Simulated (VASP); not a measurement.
# SnO (Pmmn) in VASP: further runs, part 2 of 2

VASP 6.6.1. The steps go on from the part before.

## (3) Single point, PBEsol (strain -0.0750 x Voigt [1, -1, 0, 0, 0, 0])

Input file INCAR:

```
SYSTEM = SnO
ALGO     = Normal         ! electronic algorithm
EDIFF    = 1E-6           ! SCF threshold, eV
ENCUT    = 520            ! plane-wave cutoff, eV
GGA      = PS             ! functional
ISIF     = 2              ! what is computed and relaxed
ISMEAR   = 0              ! smearing method
LASPH    = .TRUE.         ! aspherical terms in the spheres
LCHARG   = .FALSE.        ! write CHGCAR
LREAL    = .FALSE.        ! projectors in reciprocal space
LWAVE    = .FALSE.        ! write WAVECAR
NBANDS   = 28             ! bands
NELM     = 80             ! most SCF steps
PREC     = Accurate       ! precision mode
SIGMA    = 0.15           ! smearing width, eV
```

Input file KPOINTS:

```
k-points
0
G
  12 12 10
  0 0 0
```

Input file POSCAR:

```
SnO
1.0
    3.5168500000      0.0000000000      0.0000000000
    0.0000000000      4.0871500000      0.0000000000
    0.0000000000      0.0000000000      4.8360000000
Sn O
2 2
Direct
    0.0000000000      0.5000000000      0.2385000000
    0.5000000000      0.0000000000      0.7615000000
    0.0000000000      0.0000000000      0.0000000000
    0.5000000000      0.5000000000      0.0000000000
```

Potentials or basis: VASP PAW PBE potentials, release 64 (Sn_d, O).

Run with:

```
$ cat potpaw_PBE.64/Sn_d/POTCAR potpaw_PBE.64/O/POTCAR > POTCAR
$ mpirun -np 1 vasp_std > vasp.out
```

OUTCAR:

```text
SYSTEM = SnO
   EDIFF = 1E-6
   ENCUT = 520
   GGA = PS
   ISIF = 2
   ISMEAR = 0
   LASPH = .TRUE.
   LREAL = .FALSE.
   NELM = 80
   PREC = Accurate

 ion  position               nearest neighbor table
   1  0.000  0.500  0.239-   4 2.10   4 2.10   3 2.35   3 2.35   2 3.55   2 3.55   2 3.55   2 3.55
                             2 3.70   2 3.70   2 3.70   2 3.70
   2  0.500  0.000  0.761-   3 2.10   3 2.10   4 2.35   4 2.35   1 3.55   1 3.55   1 3.55   1 3.55
                             1 3.70   1 3.70   1 3.70   1 3.70
   3  0.000  0.000  0.000-   2 2.10   2 2.10   1 2.35   1 2.35
   4  0.500  0.500  0.000-   1 2.10   1 2.10   2 2.35   2 2.35

  LATTYP: Found a simple orthorhombic cell.
 ALAT       =     3.5168500000
 B/A-ratio  =     1.1621621622
 C/A-ratio  =     1.3750941894

  Lattice vectors:

 A1 = (   3.5168500000,   0.0000000000,   0.0000000000)
 A2 = (   0.0000000000,   4.0871500000,   0.0000000000)
 A3 = (   0.0000000000,   0.0000000000,   4.8360000000)

Analysis of symmetry for initial positions (statically):
=====================================================================
 Subroutine PRICEL returns:
 Original cell was already a primitive cell.

 Routine SETGRP: Setting up the symmetry group for a
 simple orthorhombic supercell.

 Subroutine GETGRP returns: Found  8 space group operations
 (whereof  4 operations were pure point group operations)
 out of a pool of  8 trial point group operations.

The static configuration has the point symmetry C_2v.
 The point group associated with its full space group is D_2h.

Analysis of symmetry for dynamics (positions and initial velocities):
=====================================================================
 Subroutine PRICEL returns:
 Original cell was already a primitive cell.

 Routine SETGRP: Setting up the symmetry group for a
 simple orthorhombic supercell.

 Subroutine GETGRP returns: Found  8 space group operations
 (whereof  4 operations were pure point group operations)
 out of a pool of  8 trial point group operations.

The dynamic configuration has the point symmetry C_2v.
 The point group associated with its full space group is D_2h.

 Subroutine INISYM returns: Found  8 space group operations
 (whereof  4 operations are pure point group operations),
 and found     1 'primitive' translations

----------------------------------------------------------------------------------------

                                     Primitive cell

  volume of cell :      69.5121

  direct lattice vectors                    reciprocal lattice vectors
     3.516850000  0.000000000  0.000000000     0.284345366  0.000000000  0.000000000
     0.000000000  4.087150000  0.000000000     0.000000000  0.244669268  0.000000000
     0.000000000  0.000000000  4.836000000     0.000000000  0.000000000  0.206782465

  length of vectors
     3.516850000  4.087150000  4.836000000     0.284345366  0.244669268  0.206782465

  position of ions in fractional coordinates (direct lattice)
     0.000000000  0.500000000  0.238500000
     0.500000000  0.000000000  0.761500000
     0.000000000  0.000000000  0.000000000
     0.500000000  0.500000000  0.000000000

  ion indices of the primitive-cell ions
[... 28 lines left out ...]
 ===========================================

 Found    294 irreducible k-points:

 Following reciprocal coordinates:
            Coordinates               Weight
  0.000000  0.000000  0.000000      1.000000
  0.083333  0.000000  0.000000      2.000000
  0.166667  0.000000  0.000000      2.000000
  0.250000  0.000000  0.000000      2.000000
  0.333333  0.000000  0.000000      2.000000
  0.416667  0.000000  0.000000      2.000000
[... 16 lines left out ...]
  0.083333  0.250000  0.000000      4.000000
  0.166667  0.250000  0.000000      4.000000
 [... further k-points ...]
   k-points           NKPTS =    294   k-points in BZ     NKDIM =    294   number of bands    NBANDS=     28
   number of dos      NEDOS =    301   number of ions     NIONS =      4
   total plane-waves  NPLWV =  30240
   dimension x,y,z NGX =    28 NGY =   30 NGZ =   36
   dimension x,y,z NGXF=    56 NGYF=   60 NGZF=   72
   ions per type =               2   2
   NGX,Y,Z   is equivalent  to a cutoff of  13.24, 12.20, 12.38 a.u.
   NGXF,Y,Z  is equivalent  to a cutoff of  26.47, 24.41, 24.75 a.u.
 SYSTEM =  SnO
   PREC   = accura    normal or accurate (medium, high low for compatibility)
   ISTART =      0    job   : 0-new  1-cont  2-samecut
   ICHARG =      2    charge: 1-file 2-atom 10-const
   ISPIN  =      1    spin polarized calculation?
   LNONCOLLINEAR =      F non collinear calculations
   LSORBIT =      F    spin-orbit coupling
   LASPH  =      T    aspherical Exc in radial PAW
   ENCUT  =  520.0 eV  38.22 Ry    6.18 a.u.   6.54  7.60  8.99*2*pi/ulx,y,z
   NELM   =     80;   NELMIN=  2; NELMDL= -5     # of ELM steps
   EDIFF  = 0.1E-05   stopping-criterion for ELM
   LREAL  =      F    real-space projection
   EDIFFG = 0.1E-04   stopping-criterion for IOM
   NSW    =      0    number of steps for IOM
   IBRION =     -1    ionic relax: 0-MD 1-quasi-New 2-CG
   NFREE  =      0    steps in history (QN), initial steepest desc. (CG)
   ISIF   =      2    stress and relaxation
   ISYM   =      2    0-nonsym 1-usesym 2-fastsym
   POTIM  = 0.5000    time-step for ionic-motion
   TEBEG  =    0.0;   TEEND  =   0.0 temperature during run
   PSTRESS=    0.0 pullay stress
   NELECT =      40.0000    total number of electrons
   NUPDOWN=      -1.0000    fix difference up-down
   EMIN   =  10.00;   EMAX   =-10.00  energy-range for DOS
   EFERMI =   0.00;   METHOD = LEGACY
   ISMEAR =     0;   SIGMA  =   0.15  broadening in eV -4-tet -1-fermi 0-gaus
   EFERMI_NEDOS =   21; number of points for ismear=-14 and -15
   IALGO  =     38    algorithm
   IMIX   =      4    mixing-type and parameters
     AMIX     =   0.40;   BMIX     =  1.00
     AMIX_MAG =   1.60;   BMIX_MAG =  1.00
  volume/ion in A,a.u.               =      17.38       117.27
  Fermi-wavevector in a.u.,A,eV,Ry     =   1.361679  2.573199 25.227493  1.854168
  Thomas-Fermi vector in A             =   2.488234
   LORBIT       =      0    0 simple, 1 ext, 2 COOP (PROOUT), +10 PAW based schemes
   GGA     = PS    functional components
   LHFCALC =     F    Hartree Fock is set to
   AEXX    =    0.0000 exact exchange contribution
   IVDW    =     0    specifies the selected vdW correction
   LEPSILON=     F    determine dielectric tensor
   LRPA    =     F    only Hartree local field effects (RPA)
 non-spin polarized calculation
 Gauss-broadening in eV      SIGMA  =   0.15
  energy-cutoff  :      520.00
  volume of cell :       69.51
 maximum number of plane-waves:      1894
 NGX is ok and might be reduce to    28
   NGX = 13   NGY = 15   NGZ = 17

 number of electron      39.9999993 magnetization

 Free energy of the ion-electron system (eV)
  ---------------------------------------------------
  ext. energy  EPLUGINS =         0.00000000
  ---------------------------------------------------
  free energy    TOTEN  =       -24.02818867 eV

  energy without entropy =      -24.02695183  energy(sigma->0) =      -24.02757025

 E-fermi :   7.2553     XC(G=0): -10.5180

 val. band max:        7.2380441085   @ k =   0.1667   0.0000   0.0000
 cond. band min:       7.2952181366   @ k =   0.5000   0.5000   0.1000
 fundamental gap:      0.0571740281
 Fermi energy:         7.2552973359

 k-point     1 :       0.0000    0.0000    0.0000
  band No.  band energies     occupation
      1     -14.9171      2.00000
      2     -14.5442      2.00000
      3     -14.3951      2.00000
      4     -14.3826      2.00000
      5     -14.3328      2.00000
      6     -14.3259      2.00000
[... 733 lines left out ...]
     27      15.4603      0.00000
     28      16.1254      0.00000

 [... further k-points ...]

------------------------ aborting loop because EDIFF is reached ----------------------------------------

  FORCE on cell =-STRESS in cart. coord.  units (eV):
  Direction    XX          YY          ZZ          XY          YZ          ZX
  --------------------------------------------------------------------------------------
  -------------------------------------------------------------------------------------
  Total        3.7530991     -1.2316444      1.0872800      0.0000000      0.0000000      0.0000000
  in kB       86.5047391    -28.3880267     25.0605881      0.0000000      0.0000000      0.0000000
  external PRESSURE =      27.7257668 kB  Pullay stress =       0.0000000 kB

 VOLUME and BASIS-vectors are now :
 -----------------------------------------------------------------------------
  energy-cutoff  :      520.00
  volume of cell :       69.51
      direct lattice vectors                 reciprocal lattice vectors
     3.516850000  0.000000000  0.000000000     0.284345366  0.000000000  0.000000000
     0.000000000  4.087150000  0.000000000     0.000000000  0.244669268  0.000000000
     0.000000000  0.000000000  4.836000000     0.000000000  0.000000000  0.206782465

 POSITION                                       TOTAL-FORCE (eV/Angst)
 -----------------------------------------------------------------------------------
      0.00000      2.04358      1.15339         0.000000      0.000000      0.661105
      1.75842      0.00000      3.68261         0.000000      0.000000     -0.661105
      0.00000      0.00000      0.00000         0.000000      0.000000      1.095859
      1.75842      2.04358      0.00000         0.000000      0.000000     -1.095859
 -----------------------------------------------------------------------------------
    total drift:                                0.000000      0.000000      0.000000

  FREE ENERGIE OF THE ION-ELECTRON SYSTEM (eV)
  ---------------------------------------------------
  free  energy   TOTEN  =       -24.0281886729 eV

  energy  without entropy=      -24.0269518268  energy(sigma->0) =      -24.02757025
```

It took 3.4 min on 1 thread of AMD EPYC 9R45 (Zen 5), shared host; peak memory 0.5 GiB.

Results:

* Free energy: -24.0282 eV
* Pressure: 2.8 GPa
* Largest force: 1.096 eV/Å
* Band gap on the k mesh: zero (bands 20 and 21 overlap by 0.09 eV)

Forces on the atoms (eV/Å):
```
Sn   0.000  0.000  0.661
Sn   0.000  0.000 -0.661
O    0.000  0.000  1.096
O    0.000  0.000 -1.096
```

Caveat: the cell differs from its parent crystal (strain -0.0750 x Voigt [1, -1, 0, 0, 0, 0]); the stress differs along the axes, from -3 to 9 GPa; semilocal functionals underestimate gaps, and a narrow one can read as zero; the PAW data sets were made with another functional, which shifts forces and pressure a little; spin-orbit coupling is left out, which moves the levels of the heavy elements.

The gap in the log of VASP goes by the Fermi energy; the results here count the filled bands.